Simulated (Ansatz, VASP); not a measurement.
**GeF5 in VASP and in Ansatz**

```
Ge F
1.0
     4.00512    0.00000    0.00000
    -2.00256    3.46854    0.00000
     0.00000    0.00000    5.95637
Ge F
1 5
Direct
  0.00000 0.00000 0.00000
  0.00000 0.50000 0.50000
  0.33333 0.66667 0.00000
  0.66667 0.33333 0.00000
  0.50000 0.00000 0.50000
  0.50000 0.50000 0.50000
```

Change from the starting cell: species swapped into the ErNi5 type (P6/mmm, No. 191).

Alike in both runs: functional PBE; k mesh 12 × 12 × 6; occupations gaussian, width 0.1 eV; no spin polarisation.

Ansatz relaxed the structure, and its values are those at the end. VASP's run is a single point on that final structure, the one shown.

|  | VASP | Ansatz |
| --- | --- | --- |
| version | VASP 6.6.1 | Ansatz 0.2.0 |
| potentials or method | VASP PAW PBE potentials, release 64 (Ge_d, F), cutoff 520 eV | scalar-relativistic, plane waves, PAW |
| valence electrons in the cell | 49 | 49 |

|  | VASP | Ansatz | Ansatz less VASP |
| --- | --- | --- | --- |
| gap on the k mesh at the Fermi level (eV) | none | none | - |
| pressure (GPa) | -0.3 | 0.0 | +0.34 |

A gap of «none» marks a metal or a gap that the smearing closes. The functional is the same, so the differences come from potentials, cutoffs and numerics.
